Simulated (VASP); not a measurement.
Sn:

```
Sn
1.0
    -1.89114    1.89779    1.87320
     1.89711   -1.92154    1.90292
     1.88324    1.91364   -1.89694
Sn
1
Direct
  0.00000 0.00000 0.00000
```

| Quantity | Value |
| --- | --- |
| Program | VASP 6.6.1 |
| Task | relaxation of cell and atoms |
| Functional | revPBE |
| Potentials or basis | VASP PAW PBE potentials, release 64 (Sn_d) |
| Cutoff | 600 eV |
| k mesh | 10 × 10 × 10 |
| Occupations | fermi-dirac, width 0.05 eV |
| Spin | no spin polarisation |

At the start: pressure 1.7 GPa; volume 27.20 Å³/atom.

Q: Where does the relaxation end?

A: Over 26 steps the energy falls by 33.2 meV/atom and the volume is 28.50 Å³/atom (+4.8 %); space group Im-3m (No. 229, to 0.1 Å) before, I4/mmm (No. 139, to 0.1 Å).

Step by step:
```
step  energy change (eV)  largest force (eV/Å)  pressure (GPa)  volume (Å³)
   1              0.0000                0.0000            1.66        27.20
   2             -0.0054                0.0000           -0.01        28.33
   3             -0.0053                0.0000           -0.29        28.41
   4             -0.0054                0.0000           -0.10        28.35
   5             -0.0064                0.0000           -0.22        28.39
   6             -0.0098                0.0000           -0.29        28.49
   7             -0.0151                0.0000           -0.53        28.66
   8             -0.0066                0.0000           -0.33        28.85
   9             -0.0153                0.0000           -0.57        28.72
  10             -0.0155                0.0000           -0.57        28.69
  11             -0.0160                0.0000           -0.51        28.66
  12             -0.0170                0.0000           -0.32        28.56
  13             -0.0171                0.0000            0.15        28.35
  14             -0.0189                0.0000            0.20        28.34
  15             -0.0240                0.0000            0.24        28.28
  16             -0.0293                0.0000            0.52        28.12
  17             -0.0294                0.0000            0.60        28.10
  18             -0.0294                0.0000            0.67        28.04
  19             -0.0326                0.0000            0.07        28.49
  20             -0.0328                0.0000            0.10        28.58
  21             -0.0328                0.0000           -0.17        28.77
  22             -0.0329                0.0000           -0.27        28.72
  23             -0.0329                0.0000           -0.21        28.65
  24             -0.0329                0.0000           -0.07        28.63
  25             -0.0331                0.0000            0.00        28.55
  26             -0.0332                0.0000            0.00        28.50
```

Final structure:
```xyz
1
Lattice="-1.7416 2.3438 1.7918 1.7009 -2.3282 1.6974 1.7832 2.3460 -1.7393" Properties=species:S:1:pos:R:3 pbc="T T T"
Sn    1.7009   -2.3282    1.6974
```

Caveat: the PAW data sets were made with another functional, which shifts forces and pressure a little.
